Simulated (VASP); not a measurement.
## SnS2: single point with PBEsol

SnS2:

```xyz
3
Lattice="3.6509 0.0000 0.0000 -1.8255 3.1618 0.0000 0.0000 0.0000 6.0699" Properties=species:S:1:pos:R:3 pbc="T T T"
Sn    0.0000    0.0000    0.0000
S     0.0000    2.1079    1.4740
S     1.8255    1.0539    4.5959
```

```
Program                : VASP 6.6.1
Task                   : single point
Functional             : PBEsol
Potentials or basis    : VASP PAW PBE potentials, release 64 (Sn_d, S)
Cutoff                 : 500 eV
k mesh                 : 12 × 12 × 6
Occupations            : gaussian, width 0.01 eV
Spin                   : no spin polarisation
Dipole correction      : no
Further INCAR settings : ALGO = Normal; EDIFF = 1e-06; NBANDS = 20
```

```json
{
 "Pressure": "-0.1 GPa",
 "Band gap on the k mesh": "1.44 eV (least direct gap 1.83 eV)"
}
```

Levels at points of the mesh, in eV from the valence-band top:
```tsv
k point	band 10	band 11	band 12	band 13	band 14	band 15	band 16	band 17
(0.00, 0.00, 0.00)	-0.53	-0.21	-0.21	-0.06	1.98	3.66	5.44	5.44
(0.50, 0.00, 0.00)	-2.55	-2.41	-0.85	-0.21	1.68	4.48	6.01	6.25
(0.00, 0.00, 0.50)	-0.59	-0.59	-0.11	-0.11	3.05	3.71	5.25	5.25
(0.50, 0.00, 0.50)	-2.30	-1.81	-0.61	-0.47	1.47	4.69	5.58	6.32
```

Wall time 3.4 min on 1 thread of Intel Xeon 8259CL (shared host), peak memory 0.27 GiB.

Caveat: the PAW data sets were made with another functional, which shifts forces and pressure a little; spin-orbit coupling is left out, which moves the levels of the heavy elements; this functional lacks dispersion, which binds the layers, so the pressure and a relaxed spacing across them are unreliable. A k mesh can miss the band edges.
